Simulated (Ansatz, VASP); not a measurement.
## CsPbCl3 in VASP and in Ansatz

```
Cs Pb Cl
1.0
     4.04864    2.31755    3.27732
    -4.04864    2.31755    3.27732
     0.00000   -4.63511    3.27732
Cs Pb Cl
1 1 3
Direct
  0.50000 0.50000 0.50000
  0.00000 0.00000 0.00000
  0.50000 0.00005 0.99995
  0.00005 0.99995 0.50000
  0.99995 0.50000 0.00005
```

Change from the starting cell: uniaxial_x strain +0.9%.

Alike in both runs: task single point; functional PBE; k mesh 4 × 4 × 4; occupations fermi-dirac, width 0.02 eV; no spin polarisation.

|  | VASP | Ansatz |
| --- | --- | --- |
| version | VASP 6.6.1 | Ansatz 0.2.0 |
| potentials or method | VASP PAW PBE potentials, release 64 (Cs_sv, Pb_d, Cl) | plane waves, PAW |
| plane-wave cutoff (eV) | 520 | 420 |
| valence electrons in the cell | 44 | 44 |

```csv
,VASP,Ansatz,Ansatz less VASP
gap on the k mesh at the Fermi level (eV),2.10,2.10,-0.008
pressure (GPa),0.5,0.6,+0.05
"traceless stress, the component that is largest in VASP (GPa)",-0.11,-0.11,0.000
```

Neither program's run includes spin-orbit coupling.
